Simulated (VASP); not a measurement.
## Si (a cell with a defect): single point with LDA

The system is Si (a cell with a defect).

```xyz
63
Lattice="10.8600 0.0000 0.0000 0.0000 10.8600 0.0000 0.0000 0.0000 10.8600" Properties=species:S:1:pos:R:3 pbc="T T T"
Si    5.4053    0.0256    0.0229
Si    6.7537    1.3904    1.3781
Si    8.1215    2.7349    0.0212
Si    9.5040    4.0713    1.3645
Si    8.1431    0.0016    2.7103
Si    9.4991    1.3437    4.0858
Si   -0.0158    0.0021   -0.0191
Si    1.3578    1.3646    1.3704
Si    2.6887    2.8080    0.0706
Si    2.9772    5.1533    2.3904
Si    5.3584    5.4596    0.0517
Si    6.7805    6.7851    1.3723
Si    8.1405    8.1601   -0.0199
Si    9.5347    9.4671    1.3792
Si    2.7178    0.0021    2.7123
Si    4.0683    1.3476    4.0877
Si    5.4011    2.7482    2.7540
Si    6.8005    4.0761    4.0909
Si    8.1452    5.4274    2.7140
Si    9.5262    6.7703    4.0629
Si    5.4394   -0.0070    5.4414
Si    6.7772    1.3644    6.8036
Si    8.1515    2.7024    5.4428
Si    9.5321    4.0612    6.7864
Si    8.1392    0.0053    8.1408
Si    9.4738    1.3659    9.5185
Si   -0.0221    5.4372   -0.0098
Si    1.4596    6.6814    1.3165
Si    2.7070    8.1635   -0.0081
Si    4.0715    9.4995    1.3645
Si   -0.0014    2.7068    2.7234
Si    1.4707    4.0522    3.9630
Si    4.0895    6.6655    3.9560
Si    5.4349    8.1439    2.7227
Si    6.7982    9.5049    4.0845
Si    0.0007   -0.0248    5.4200
Si    1.3523    1.3514    6.7739
Si    2.7208    2.7169    5.4243
Si    4.0737    4.0693    6.7927
Si    5.4247    5.4226    5.4234
Si    6.7897    6.7923    6.7728
Si    8.1673    8.1439    5.4192
Si    9.5064    9.4962    6.7958
Si    2.7061    0.0176    8.1461
Si    4.0547    1.4173    9.5693
Si    5.4167    2.7262    8.1720
Si    6.7375    4.0860    9.5597
Si    8.1314    5.4419    8.1412
Si    9.4897    6.7973    9.4945
Si    0.0741    8.0713    2.7042
Si    1.3761    9.4788    4.0619
Si    0.0565    5.4104    5.3656
Si    1.3683    6.7762    6.7510
Si    2.7352    8.0847    5.3622
Si    4.0797    9.4710    6.7864
Si    0.0034    2.6855    8.1552
Si    1.3521    4.0986    9.5093
Si    2.7097    5.4340    8.1298
Si    4.0446    6.7894    9.5104
Si    5.4583    8.1422    8.1558
Si    6.7756    9.5328    9.5197
Si    0.0108    8.1357    8.1278
Si    1.3496    9.5148    9.4955
```

```
Program             : VASP 6.6.1
Task                : single point
Functional          : LDA
Potentials or basis : VASP PAW LDA potentials, release 64 (Si)
Cutoff              : 520 eV
k mesh              : 1 × 1 × 1
Occupations         : gaussian, width 0.02 eV
Spin                : collinear spin
```

The largest force is 0.431 eV/Å and the net moment is 1.00 μB per cell. The site moments are Si +0.00, +0.01, -0.00, +0.02, +0.12 (each value once) μB. The valence electrons inside the program's atomic spheres are Si 1.71, 1.69, 1.70, 1.64, 1.59, 1.66, 1.67, 1.68 (each value once).

Forces on the atoms (eV/Å):
```
Si   0.003 -0.013 -0.003
Si   0.062 -0.063 -0.029
Si   0.015 -0.008 -0.004
Si   0.002 -0.001 -0.003
Si   0.018 -0.019  0.001
Si  -0.001 -0.001 -0.009
Si   0.005  0.004  0.001
Si   0.011 -0.004  0.004
Si   0.008 -0.056 -0.056
Si  -0.261  0.250  0.236
Si   0.069  0.000 -0.071
Si   0.003 -0.015  0.002
Si   0.001 -0.005  0.001
Si   0.003 -0.002 -0.003
Si   0.009  0.000 -0.005
Si  -0.007 -0.005 -0.007
Si   0.106 -0.102  0.004
Si   0.009  0.002 -0.003
Si   0.002 -0.010 -0.005
Si  -0.013  0.001  0.001
Si  -0.004  0.002 -0.005
Si   0.006 -0.008 -0.013
Si   0.002  0.007 -0.004
Si   0.004 -0.006 -0.002
Si   0.001 -0.002 -0.001
Si   0.009 -0.003 -0.007
Si  -0.010  0.003  0.001
Si  -0.068  0.068 -0.011
Si   0.001  0.007  0.003
Si   0.003 -0.001 -0.004
Si  -0.005 -0.002  0.002
Si  -0.038  0.009  0.038
Si  -0.007  0.034  0.033
Si  -0.002  0.002  0.003
Si   0.001 -0.002 -0.008
Si  -0.002  0.011  0.002
Si   0.017 -0.002 -0.013
Si   0.005  0.005 -0.002
Si   0.000  0.002 -0.010
Si  -0.008 -0.004 -0.003
Si  -0.001 -0.017 -0.015
Si  -0.009  0.001  0.004
Si   0.004 -0.003 -0.004
Si   0.005 -0.010 -0.007
Si   0.024 -0.032 -0.031
Si   0.005 -0.008 -0.015
Si   0.034 -0.020 -0.032
Si   0.009 -0.005 -0.008
Si  -0.001 -0.010 -0.006
Si  -0.025  0.025  0.017
Si   0.000  0.013  0.003
Si  -0.026  0.007  0.019
Si   0.004 -0.004  0.001
Si  -0.007  0.026  0.020
Si   0.005 -0.002 -0.002
Si   0.017 -0.003  0.006
Si   0.005  0.012 -0.001
Si   0.003 -0.002 -0.003
Si  -0.012 -0.012  0.002
Si   0.004 -0.015  0.004
Si   0.003 -0.010 -0.007
Si   0.002 -0.002  0.007
Si   0.009  0.000 -0.004
```

Levels at points of the mesh, in eV from the Fermi level:
Spin up:
```csv
k point,band 124,band 125,band 126,band 127,band 128,band 129
"(0.00, 0.00, 0.00)",-0.81,-0.76,-0.03,0.03,0.07,0.16
```
Spin down:
| k point | band 123 | band 124 | band 125 | band 126 | band 127 | band 128 |
| --- | --- | --- | --- | --- | --- | --- |
| (0.00, 0.00, 0.00) | -0.79 | -0.76 | -0.73 | 0.05 | 0.09 | 0.10 |

Wall time 12 min on 1 thread of Intel(R) Xeon(R) Platinum 8259CL CPU @ 2.50GHz (Skylake/Cascade Lake), on a shared host, peak memory 0.89 GiB.

Caveat: the k points lie up to 0.58 Å⁻¹ apart; the cell carries a net charge on a neutralising background, which shifts energy and pressure; the cell is charged against a uniform background, so pressure and absolute levels hang on convention.
